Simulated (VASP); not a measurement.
## Mn2Al2Cu: relaxation of cell and atoms with PBE

Mn2Al2Cu:

```
CELL_PARAMETERS angstrom
4.03252 0.00000 0.00000
-2.01626 3.49227 0.00000
0.00000 0.00000 5.45605
ATOMIC_POSITIONS crystal
Mn 0.33333 0.66667 0.00000
Mn 0.66667 0.33333 0.00000
Al 0.00000 0.00000 0.15862
Al 0.00000 0.00000 0.84138
Cu 0.00000 0.00000 0.50000
```

* Program: VASP 6.6.1
* Task: relaxation of cell and atoms
* Functional: PBE
* Potentials or basis: VASP PAW PBE potentials, release 64 (Mn_pv, Al, Cu)
* Cutoff: 600 eV
* k mesh: 6 × 6 × 4
* Occupations: gaussian, width 0.1 eV
* Spin: collinear spin, antiferromagnetic start
* Starting moments: [4.0, -4.0, 0.0, 0.0, 0.0] μB
* Dipole correction: no
* Further INCAR settings: ALGO = Normal; EDIFF = 1e-06; IBRION = 2; EDIFFG = -0.04; NSW = 90; ISIF = 3

| Quantity | Value |
| --- | --- |
| Relaxed volume | 18.81 Å³/atom |
| Relaxed cell | a = 3.659 Å, b = 3.659 Å, c = 8.112 Å, α = 90.00°, β = 90.00°, γ = 120.00° |
| Space group after relaxing (to 0.05 Å) | P6/mmm (No. 191) |
| Energy gained by relaxing | 1694.9 meV/atom |
| Ionic steps | 11 |
| Pressure after relaxing | 0.0 GPa |
| Largest force after relaxing | 0.023 eV/Å |
| Net moment | 0.00 μB per cell |
| Valence electrons inside the program's atomic spheres | Mn 12.15; Al 0.77; Cu 9.88 |

Forces in eV/Å, atoms in the order of the input:
```
Mn   0.000  0.000  0.000
Mn   0.000  0.000  0.000
Al   0.000  0.000  0.023
Al   0.000  0.000 -0.023
Cu   0.000  0.000  0.000
```

Stress tensor (GPa, compression positive):
```
-0.05  0.00  0.00
 0.00 -0.05  0.00
 0.00  0.00  0.10
```

The path:
| step | energy change (eV) | largest force (eV/Å) | pressure (GPa) | volume (Å³) |
| --- | --- | --- | --- | --- |
| 1 | 0.0000 | 10.2028 | 48.40 | 76.84 |
| 2 | -4.2424 | 3.8180 | -11.45 | 132.95 |
| 3 | -4.7980 | 4.3056 | -10.24 | 126.14 |
| 4 | -5.1051 | 4.6352 | -9.28 | 121.74 |
| 5 | -5.6484 | 5.6661 | -5.32 | 109.97 |
| 6 | -7.9993 | 0.1405 | -9.50 | 107.03 |
| 7 | -8.0055 | 0.4408 | -9.67 | 107.73 |
| 8 | -8.4105 | 0.5967 | 4.03 | 90.53 |
| 9 | -8.4640 | 0.2712 | -0.25 | 94.40 |
| 10 | -8.4735 | 0.1065 | -0.15 | 94.18 |
| 11 | -8.4747 | 0.0231 | 0.00 | 94.07 |

Final structure:
```yaml
crystal:
  lattice:
    - [3.65921, 0.00000, 0.00000]
    - [-1.82960, 3.16897, 0.00000]
    - [0.00000, 0.00000, 8.11193]
  atoms:
    - { symbol: Mn, position: [0.33333, 0.66667, 0.00000] }
    - { symbol: Mn, position: [0.66667, 0.33333, 0.00000] }
    - { symbol: Al, position: [0.00000, 0.00000, 0.20274] }
    - { symbol: Al, position: [0.00000, 0.00000, 0.79727] }
    - { symbol: Cu, position: [0.00000, 0.00000, 0.50000] }
```

Levels at points of the mesh, in eV from the Fermi level:
Spin up:
| k point | band 19 | band 20 | band 21 | band 22 | band 23 | band 24 |
| --- | --- | --- | --- | --- | --- | --- |
| (0.00, 0.00, 0.00) | -1.41 | -1.07 | -1.07 | 0.15 | 0.15 | 0.62 |
| (0.50, 0.00, 0.00) | -1.19 | -0.74 | -0.33 | -0.09 | 1.06 | 1.29 |
| (0.00, 0.00, 0.50) | -1.41 | -1.07 | -1.07 | -0.46 | 0.14 | 0.14 |
| (0.50, 0.00, 0.50) | -1.19 | -0.79 | -0.54 | 0.56 | 0.67 | 1.06 |
Spin down:
| k point | band 17 | band 18 | band 19 | band 20 | band 21 | band 22 | band 23 | band 24 | band 25 |
| --- | --- | --- | --- | --- | --- | --- | --- | --- | --- |
| (0.00, 0.00, 0.00) | -1.64 | -1.41 | -1.41 | -1.07 | -1.07 | 0.15 | 0.15 | 0.62 | 0.88 |
| (0.50, 0.00, 0.00) | -1.65 | -1.54 | -1.19 | -0.74 | -0.33 | -0.09 | 1.06 | 1.29 | 1.34 |
| (0.00, 0.00, 0.50) | -1.63 | -1.41 | -1.41 | -1.07 | -1.07 | -0.46 | 0.14 | 0.14 | 0.62 |
| (0.50, 0.00, 0.50) | -1.66 | -1.56 | -1.19 | -0.79 | -0.54 | 0.56 | 0.67 | 1.06 | 1.48 |

It took 31 min on 1 thread of Oxide Virtual Turin-like Processor, with other jobs on the host, peak memory 0.28 GiB.

Caveat: the starting moments collapsed, and a magnetic state may lie lower; the volume moved by over 15 % at a fixed basis, so the end points are rough.
